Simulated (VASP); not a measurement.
Input of a VASP 6.6.1 run:

File INCAR:

```
SYSTEM = Ti3H2
  PREC = Accurate
  ENCUT = 520
  EDIFF = 1E-6
  ISMEAR = 0
  SIGMA = 0.1
  LREAL = .False.
  LASPH = .True.
  NELM = 80
  ALGO = Normal
  ISIF = 2
  LWAVE = .False.
  LCHARG = .False.
  GGA = PE
  NBANDS = 27
```

The input KPOINTS:

```
regular mesh
0
Gamma
  6 6 4
  0 0 0
```

File POSCAR:

```
Ti3H2
1.0
    3.4325184011      0.0000000000      0.0000000000
   -1.7162592005      2.9726481343      0.0000000000
    0.0000000000      0.0000000000      5.3404410656
Ti H
3 2
Direct
    0.0000000000      0.0000000000      0.0000000000
    0.3333333333      0.6666666667      0.6450000000
    0.6666666667      0.3333333333      0.3550000000
    0.3333333333      0.6666666667      0.2450000000
    0.6666666667      0.3333333333      0.7550000000
```

Potentials or basis: VASP PAW PBE potentials, release 64 (Ti_sv, H).

Command:

```bash
$ cat potpaw_PBE.64/Ti_sv/POTCAR potpaw_PBE.64/H/POTCAR > POTCAR
$ mpirun -np 1 vasp_std > vasp.out
```

What does it give for the band gap on the k mesh?

Zero (bands 19 and 20 overlap by 0.81 eV).

Estimate the largest force.

1.435 eV/Å.

Estimate the pressure.

2.9 GPa.

Stress tensor (GPa, compression positive):
```
-4.10  0.00  0.00
 0.00 -4.10  0.00
 0.00  0.00 17.02
```

Caveat: the stress differs along the axes, from -4 to 17 GPa; forces of over 1 eV/Å act on the atoms, so gaps and moduli don't describe the material at rest.
